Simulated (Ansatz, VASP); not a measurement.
## Zn4Se3S in VASP and in Ansatz

```
Zn S Se
1.0
    -2.80610    2.80610    0.00000
    -2.80687   -5.61297    2.75757
     2.80719    2.80719    5.51682
Zn S Se
4 1 3
Direct
  0.00757 0.01513 0.00192
  0.74611 0.49222 0.23864
  0.49814 0.99629 0.49975
  0.24825 0.49651 0.75996
  0.18837 0.37673 0.06359
  0.93578 0.87155 0.30786
  0.68738 0.37477 0.56188
  0.43840 0.87680 0.81640
```

Change from the starting cell: strained cell.

Alike in both runs: functional PBEsol; k mesh 8 × 8 × 4; occupations gaussian, width 0.02 eV; no spin polarisation.

Ansatz relaxed the structure, and its values are those at the end. VASP's run is a single point on that final structure, the one shown.

|  | VASP | Ansatz |
| --- | --- | --- |
| version | VASP 6.6.1 | Ansatz 0.2.0 |
| potentials or method | VASP PAW PBE potentials, release 64 (Zn, S, Se), cutoff 520 eV | scalar-relativistic, plane waves, PAW |
| valence electrons in the cell | 72 | 102 |

Ansatz gave:

```
gap on the k mesh at the Fermi level (eV) : 1.31
least direct gap on the mesh (eV)         : 1.31
pressure (GPa)                            : -0.6
```

Q: What did VASP give for the same quantities?

A: gap on the k mesh at the Fermi level (eV): 1.32; least direct gap on the mesh (eV): 1.32; pressure (GPa): -0.4.

VASP's potentials were made for PBE, not for PBEsol, and Ansatz warns of the same on its side. VASP's potentials hold 72 valence electrons a cell and Ansatz's 102, so a difference there can come from the potentials and not from the codes. Ansatz's warnings: stress scf threshold loose.
